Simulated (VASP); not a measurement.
# ZrS2 in VASP: a series of runs

The runs below take ZrS2 through single point, with PBEsol.

All numbers are computed with VASP 6.6.1; they aren't measurements. Logs are shortened: lines on timing, memory, paths and dates and some standing lists are left out, and cuts for length are marked.

### 1 The cell of the first run

The cell holds a slab with vacuum, 18 atoms: a = 3.627 Å, b = 8.606 Å, c = 26.424 Å, α = 90.00°, β = 90.00°, γ = 90.00°.

### 2 Single point, PBEsol

INCAR

```
ALGO = Normal ; DIPOL = 0.5 0.5 0.500
EDIFF = 1E-6 ; ENCUT = 400
GGA = PS ; GGA_COMPAT = False
IDIPOL = 3 ; ISIF = 2
ISMEAR = 0 ; LASPH = True
LCHARG = False ; LDIPOL = True
LREAL = False ; LWAVE = False
NBANDS = 87 ; NELM = 120
NELMDL = -8 ; PREC = Accurate
SIGMA = 0.05
```

KPOINTS

```
k-points
0
Gamma
  7 3 1
```

POSCAR

```
ZrS2
1.0
    3.6273864416      0.0000000000      0.0000000000
    0.0000000000      8.6056646436      0.0000000000
    0.0000000000      0.0000000000     26.4241467612
S Zr
12 6
Direct
    0.0000000000      0.5292713443      0.2838313028
    0.0000000000      0.9377128720      0.3099643288
    0.5000000000      0.2627634524      0.3650721765
    0.5000000000      0.6712049802      0.3912052025
    0.0000000000      0.9962555606      0.4463130501
    0.0000000000      0.4046970883      0.4724460762
    0.5000000000      0.7297476687      0.5275539238
    0.5000000000      0.1381891965      0.5536869499
    0.0000000000      0.4632397769      0.6087947975
    0.0000000000      0.8716813047      0.6349278235
    0.5000000000      0.1967318850      0.6900356712
    0.5000000000      0.6051734128      0.7161686972
    0.5000000000      0.7334921082      0.2968978158
    0.0000000000      0.4669842163      0.3781386895
    0.5000000000      0.2004763245      0.4593795632
    0.0000000000      0.9339684326      0.5406204368
    0.5000000000      0.6674605408      0.6218613105
    0.0000000000      0.4009526489      0.7031021842
```

Potentials or basis: VASP PAW PBE potentials, release 64 (S, Zr_sv).

Started as:

```console
cat potpaw_PBE.64/S/POTCAR potpaw_PBE.64/Zr_sv/POTCAR > POTCAR
mpirun -np 1 vasp_std > vasp.out
```

OUTCAR:

```text
EDIFF = 1E-6
   ENCUT = 400
   GGA = PS
   ISIF = 2
   ISMEAR = 0
   LASPH = True
   LREAL = False
   NELM = 120
   NELMDL = -8
   PREC = Accurate

 ion  position               nearest neighbor table
   1  0.000  0.529  0.284-  13 2.55  13 2.55  14 2.55
   2  0.000  0.938  0.310-  13 2.55  13 2.55
   3  0.500  0.263  0.365-  15 2.55  14 2.55  14 2.55
   4  0.500  0.671  0.391-  14 2.55  14 2.55  13 2.55
   5  0.000  0.996  0.446-  16 2.55  15 2.55  15 2.55
   6  0.000  0.405  0.472-  15 2.55  15 2.55  14 2.55
   7  0.500  0.730  0.528-  17 2.55  16 2.55  16 2.55
   8  0.500  0.138  0.554-  15 2.55  16 2.55  16 2.55
   9  0.000  0.463  0.609-  17 2.55  17 2.55  18 2.55
  10  0.000  0.872  0.635-  16 2.55  17 2.55  17 2.55
  11  0.500  0.197  0.690-  18 2.55  18 2.55
  12  0.500  0.605  0.716-  18 2.55  18 2.55  17 2.55
  13  0.500  0.733  0.297-   2 2.55   2 2.55   1 2.55   1 2.55   4 2.55  14 3.63  14 3.63
  14  0.000  0.467  0.378-   3 2.55   3 2.55   4 2.55   4 2.55   1 2.55   6 2.55  15 3.63  15 3.63
                            13 3.63  13 3.63
  15  0.500  0.200  0.459-   6 2.55   6 2.55   3 2.55   8 2.55   5 2.55   5 2.55  16 3.63  16 3.63
                            14 3.63  14 3.63
  16  0.000  0.934  0.541-  10 2.55   7 2.55   7 2.55   5 2.55   8 2.55   8 2.55  15 3.63  15 3.63
                            17 3.63  17 3.63
  17  0.500  0.667  0.622-   7 2.55  10 2.55  10 2.55   9 2.55   9 2.55  12 2.55  16 3.63  16 3.63
                            18 3.63  18 3.63
  18  0.000  0.401  0.703-  12 2.55  12 2.55  11 2.55  11 2.55   9 2.55  17 3.63  17 3.63

  LATTYP: Found a simple orthorhombic cell.
 ALAT       =     3.6273864416
 B/A-ratio  =     2.3724146247
 C/A-ratio  =     7.2846241189

  Lattice vectors:

 A1 = (   3.6273864416,   0.0000000000,   0.0000000000)
 A2 = (   0.0000000000,   8.6056646436,   0.0000000000)
 A3 = (   0.0000000000,   0.0000000000,  26.4241467612)

Analysis of symmetry for initial positions (statically):
=====================================================================
 Subroutine PRICEL returns:
 Original cell was already a primitive cell.

 Routine SETGRP: Setting up the symmetry group for a
 simple orthorhombic supercell.

 Subroutine GETGRP returns: Found  4 space group operations
 (whereof  2 operations were pure point group operations)
 out of a pool of  8 trial point group operations.

The static configuration has the point symmetry C_1h.
 The point group associated with its full space group is C_2h.

Analysis of symmetry for dynamics (positions and initial velocities):
=====================================================================
 Subroutine PRICEL returns:
 Original cell was already a primitive cell.

 Routine SETGRP: Setting up the symmetry group for a
 simple orthorhombic supercell.

 Subroutine GETGRP returns: Found  4 space group operations
 (whereof  2 operations were pure point group operations)
[... 138 lines left out ...]
     AMIX_MAG =   1.60;   BMIX_MAG =  1.00
  volume/ion in A,a.u.               =      45.83       309.25
  Fermi-wavevector in a.u.,A,eV,Ry     =   0.914961  1.729026 11.390167  0.837154
  Thomas-Fermi vector in A             =   2.039648
   LORBIT       =      0    0 simple, 1 ext, 2 COOP (PROOUT), +10 PAW based schemes
   GGA     = PS    functional components
   LHFCALC =     F    Hartree Fock is set to
   AEXX    =    0.0000 exact exchange contribution
   IVDW    =     0    specifies the selected vdW correction
   LEPSILON=     F    determine dielectric tensor
   LRPA    =     F    only Hartree local field effects (RPA)
 non-spin polarized calculation
 Gauss-broadening in eV      SIGMA  =   0.05
  energy-cutoff  :      400.00
  volume of cell :      824.86
 maximum number of plane-waves:     15031
 NGX is ok and might be reduce to    24
   NGX = 11   NGY = 29   NGZ = 87

 number of electron     144.0000021 magnetization

 dipolmoment           0.000000      0.000000      0.000000 electrons x Angstroem

 Free energy of the ion-electron system (eV)
  ---------------------------------------------------
  ext. energy  EPLUGINS =         0.00000000
  ---------------------------------------------------
  free energy    TOTEN  =      -132.77058429 eV

  energy without entropy =     -132.77058429  energy(sigma->0) =     -132.77058429

 E-fermi :  -0.0620     XC(G=0):  -5.2858

 val. band max:       -0.4065509473   @ k =   0.0000   0.0000   0.0000
 cond. band min:       0.4898912800   @ k =   0.0000   0.3333   0.0000
 fundamental gap:      0.8964422272
 Fermi energy:        -0.0620476744

 k-point     1 :       0.0000    0.0000    0.0000
  band No.  band energies     occupation
      1     -49.2934      2.00000
      2     -49.2934      2.00000
      3     -49.2404      2.00000
      4     -49.2401      2.00000
      5     -49.2086      2.00000
      6     -49.1975      2.00000
[... 685 lines left out ...]
     83       2.7459      0.00000
     84       2.8306      0.00000
 [bands above 84 left out]

------------------------ aborting loop because EDIFF is reached ----------------------------------------

 vacuum level on the upper side and lower side of the slab       (xc-potential included)        -0.097        -0.097

  FORCE on cell =-STRESS in cart. coord.  units (eV):
  Direction    XX          YY          ZZ          XY          YZ          ZX
  --------------------------------------------------------------------------------------
  -------------------------------------------------------------------------------------
  Total       -5.5019945     -4.4078918     -4.0327093      0.0000000     -0.4321959      0.0000000
  in kB      -10.6868943     -8.5617452     -7.8330029      0.0000000     -0.8394831      0.0000000
  external PRESSURE =      -9.0272141 kB  Pullay stress =       0.0000000 kB

 VOLUME and BASIS-vectors are now :
 -----------------------------------------------------------------------------
  energy-cutoff  :      400.00
  volume of cell :      824.86
      direct lattice vectors                 reciprocal lattice vectors
     3.627386442  0.000000000  0.000000000     0.275680581  0.000000000  0.000000000
     0.000000000  8.605664644  0.000000000     0.000000000  0.116202530  0.000000000
     0.000000000  0.000000000 26.424146761     0.000000000  0.000000000  0.037844174

 POSITION                                       TOTAL-FORCE (eV/Angst)
 -----------------------------------------------------------------------------------
      0.00000      4.55473      7.50000         0.000000     -0.032723     -0.428631
      0.00000      8.06964      8.19054         0.000000     -1.394343     -0.787142
      1.81369      2.26125      9.64672         0.000000      0.018602      0.040934
      1.81369      5.77616     10.33726         0.000000      0.192816     -0.548848
      0.00000      8.57344     11.79344         0.000000     -0.005720     -0.023703
      0.00000      3.48269     12.48398         0.000000      0.133739     -0.033772
[... 10 lines left out ...]
      1.81369      5.74394     16.43215         0.000000      0.321668     -0.038983
      0.00000      3.45046     18.57888         0.000000     -1.460300     -1.811282
 -----------------------------------------------------------------------------------
    total drift:                                0.000000     -0.000000      0.000015

  FREE ENERGIE OF THE ION-ELECTRON SYSTEM (eV)
  ---------------------------------------------------
  free  energy   TOTEN  =      -132.7705842924 eV

  energy  without entropy=     -132.7705842924  energy(sigma->0) =     -132.77058429

 vacuum level on the upper side and lower side of the slab         4.728         4.728
```

OSZICAR:

```text
N       E                     dE             d eps       ncg     rms          rms(c)
DAV:   1     0.116181150872E+04    0.11618E+04   -0.58157E+04  1640   0.114E+03
DAV:   2    -0.233043970110E+01   -0.11641E+04   -0.11322E+04  1799   0.317E+02
DAV:   3    -0.132281389040E+03   -0.12995E+03   -0.12852E+03  1744   0.925E+01
[... 21 lines left out ...]
DAV:  25    -0.132770554906E+03   -0.44125E-04   -0.23678E-06  1216   0.207E-03    0.910E-04
DAV:  26    -0.132770576920E+03   -0.22014E-04   -0.14150E-06  1168   0.143E-03    0.539E-04
DAV:  27    -0.132770581271E+03   -0.43513E-05   -0.19706E-07   992   0.706E-04    0.313E-04
DAV:  28    -0.132770583820E+03   -0.25489E-05   -0.23174E-07   992   0.600E-04    0.162E-04
DAV:  29    -0.132770584292E+03   -0.47208E-06   -0.55650E-08   872   0.388E-04
   1 F= -.13277058E+03 E0= -.13277058E+03  d E =-.324275E-23
```

Wall time 15 min (1 thread of Intel Xeon Platinum 8488C (Sapphire Rapids), shared host); peak memory 0.68 GiB.

What came out:

```yaml
Free_energy: -132.7706 eV
Largest_force: 2.327 eV/Å
Band_gap_on_the_k_mesh: 0.90 eV (least direct gap 0.96 eV)
```

Forces on the atoms (eV/Å):
```
S    0.000 -0.033 -0.429
S    0.000 -1.394 -0.787
S    0.000  0.019  0.041
S    0.000  0.193 -0.549
S    0.000 -0.006 -0.024
S    0.000  0.134 -0.034
S    0.000 -0.134  0.034
S    0.000  0.006  0.024
S    0.000 -0.193  0.549
S    0.000 -0.019 -0.041
S    0.000  1.394  0.787
S    0.000  0.033  0.429
Zr   0.000  1.460  1.811
Zr   0.000 -0.322  0.039
Zr   0.000 -0.100 -0.064
Zr   0.000  0.100  0.064
Zr   0.000  0.322 -0.039
Zr   0.000 -1.460 -1.811
```

Levels at points of the mesh, in eV from the valence-band top:
```tsv
k point	band 68	band 69	band 70	band 71	band 72	band 73	band 74	band 75	band 76	band 77
(0.00, 0.00, 0.00)	-0.48	-0.30	-0.10	-0.06	0.00	1.03	1.15	1.29	1.45	1.55
```

Caveat: the PAW data sets were made with another functional, which shifts forces and pressure a little.

### 3 Single point, PBEsol

INCAR

```
SYSTEM = ZrS2
PREC = Accurate ; ENCUT = 400
EDIFF = 1E-6 ; ISMEAR = 0
SIGMA = 0.05 ; LREAL = .FALSE.
LASPH = .TRUE. ; NELM = 120
ALGO = Normal ; ISIF = 2
LWAVE = .FALSE. ; LCHARG = .FALSE.
LDIPOL = .TRUE. ; IDIPOL = 3
DIPOL = 0.5 0.5 0.500 ; GGA = PS
NBANDS = 87 ; GGA_COMPAT = .FALSE.
NELMDL = -8
```

KPOINTS

```
Automatic mesh
0
G
  7 3 1
  0 0 0
```

POSCAR

```
ZrS2
1.0
    3.6273864416      0.0000000000      0.0000000000
    0.0000000000      8.6056646436      0.0000000000
    0.0000000000      0.0000000000     26.4241467612
S Zr
12 6
Direct
    0.0000000000      0.5441846717      0.2848694627
    0.0000000000      0.9379397851      0.2987384473
    0.5000000000      0.2579077121      0.3642102757
    0.5000000000      0.6671319272      0.3952621273
    0.0000000000      0.9948715313      0.4464455584
    0.0000000000      0.4037138951      0.4709561419
    0.5000000000      0.7307314258      0.5290437256
    0.5000000000      0.1395737488      0.5535545149
    0.0000000000      0.4673129556      0.6047378188
    0.0000000000      0.8765372195      0.6357896623
    0.5000000000      0.1965045277      0.7012613983
    0.5000000000      0.5902598333      0.7151305307
    0.5000000000      0.7509511252      0.3073055449
    0.0000000000      0.4587587405      0.3754427693
    0.5000000000      0.1999528721      0.4596454144
    0.0000000000      0.9344919479      0.5403548715
    0.5000000000      0.6756857600      0.6245573597
    0.0000000000      0.3834931347      0.6926943762
```

Potentials or basis: VASP PAW PBE potentials, release 64 (S, Zr_sv).

Started as:

```console
cat potpaw_PBE.64/S/POTCAR potpaw_PBE.64/Zr_sv/POTCAR > POTCAR
mpirun -np 1 vasp_std > vasp.out
```

OUTCAR:

```text
SYSTEM = ZrS2
   PREC = Accurate
   ENCUT = 400
   EDIFF = 1E-6
   ISMEAR = 0
   LREAL = .FALSE.
   LASPH = .TRUE.
   NELM = 120
   ISIF = 2
   GGA = PS
   NELMDL = -8

 ion  position               nearest neighbor table
   1  0.000  0.544  0.285-  14 2.50  13 2.61  13 2.61
   2  0.000  0.938  0.299-  13 2.44  13 2.44
   3  0.500  0.258  0.364-  14 2.52  14 2.52  15 2.57
   4  0.500  0.667  0.395-  13 2.43  14 2.60  14 2.60
[... 936 lines left out ...]
  Total       -2.2284114      0.1527282      0.2132486      0.0000000      0.0476141      0.0000000
  in kB       -4.3283936      0.2966543      0.4142071      0.0000000      0.0924841      0.0000000
  external PRESSURE =      -1.2058441 kB  Pullay stress =       0.0000000 kB

 VOLUME and BASIS-vectors are now :
 -----------------------------------------------------------------------------
  energy-cutoff  :      400.00
  volume of cell :      824.86
      direct lattice vectors                 reciprocal lattice vectors
     3.627386442  0.000000000  0.000000000     0.275680581  0.000000000  0.000000000
     0.000000000  8.605664644  0.000000000     0.000000000  0.116202530  0.000000000
     0.000000000  0.000000000 26.424146761     0.000000000  0.000000000  0.037844174

 POSITION                                       TOTAL-FORCE (eV/Angst)
 -----------------------------------------------------------------------------------
      0.00000      4.68307      7.52743         0.000000     -0.003195     -0.018332
      0.00000      8.07160      7.89391         0.000000      0.023357     -0.003893
      1.81369      2.21947      9.62395         0.000000     -0.023628     -0.015988
      1.81369      5.74111     10.44446         0.000000      0.012319      0.025443
      0.00000      8.56153     11.79694         0.000000     -0.011062     -0.022415
      0.00000      3.47423     12.44461         0.000000      0.022480      0.030869
[... 10 lines left out ...]
      1.81369      5.81473     16.50340         0.000000     -0.007524      0.015801
      0.00000      3.30021     18.30386         0.000000      0.021941      0.009134
 -----------------------------------------------------------------------------------
    total drift:                                0.000000      0.015665      0.089960

  FREE ENERGIE OF THE ION-ELECTRON SYSTEM (eV)
  ---------------------------------------------------
  free  energy   TOTEN  =      -133.5801915266 eV

  energy  without entropy=     -133.5801915266  energy(sigma->0) =     -133.58019153

 vacuum level on the upper side and lower side of the slab         5.098         5.095
```

stdout:

```text
POSCAR found type information on POSCAR S Zr
 POSCAR found :  2 types and      18 ions
 scaLAPACK will be used
 -----------------------------------------------------------------------------
|                                                                             |
|                                                                             |
|     You have a (more or less) 'large supercell' and for larger cells it     |
|     might be more efficient to use real-space projection operators.         |
|     Therefore, try LREAL= Auto in the INCAR file.                           |
|     Mind: For very accurate calculation, you might also keep the            |
|     reciprocal projection scheme (i.e. LREAL=.FALSE.).                      |
|                                                                             |
 -----------------------------------------------------------------------------

 -----------------------------------------------------------------------------
|                                                                             |
|                                                                             |
|     You enforced a specific xc type in the INCAR file but a different       |
|     I HOPE YOU KNOW WHAT YOU ARE DOING!                                     |
|                                                                             |
 -----------------------------------------------------------------------------

 LDA part: xc-table for (Slater+PW92), standard interpolation
 POSCAR, INCAR and KPOINTS ok, starting setup
 FFT: planning ... GRIDC
 FFT: planning ... GRID_SOFT
 FFT: planning ... GRID
 WAVECAR not read
 entering main loop
```

Wall time 17 min (1 thread of Intel Xeon Platinum 8488C (Sapphire Rapids), shared host); peak memory 0.68 GiB.

Results:

- Free energy: -133.5802 eV
- Largest force: 0.038 eV/Å
- Band gap on the k mesh: 1.10 eV

Forces on the atoms (eV/Å):
```
S    0.000 -0.003 -0.018
S    0.000  0.023 -0.004
S    0.000 -0.024 -0.016
S    0.000  0.012  0.025
S    0.000 -0.011 -0.022
S    0.000  0.022  0.031
S    0.000 -0.022 -0.031
S    0.000  0.011  0.022
S    0.000 -0.012 -0.025
S    0.000  0.024  0.016
S    0.000 -0.023  0.004
S    0.000  0.003  0.018
Zr   0.000 -0.022 -0.009
Zr   0.000  0.008 -0.016
Zr   0.000  0.008 -0.020
Zr   0.000 -0.008  0.020
Zr   0.000 -0.008  0.016
Zr   0.000  0.022  0.009
```

Levels at points of the mesh, in eV from the valence-band top:
```
           k point  band 68  band 69  band 70  band 71  band 72  band 73  band 74  band 75  band 76  band 77
(0.00, 0.00, 0.00)    -0.29    -0.28    -0.24    -0.06     0.00     1.20     1.32     1.53     1.69     1.87
```

Caveat: the PAW data sets were made with another functional, which shifts forces and pressure a little.
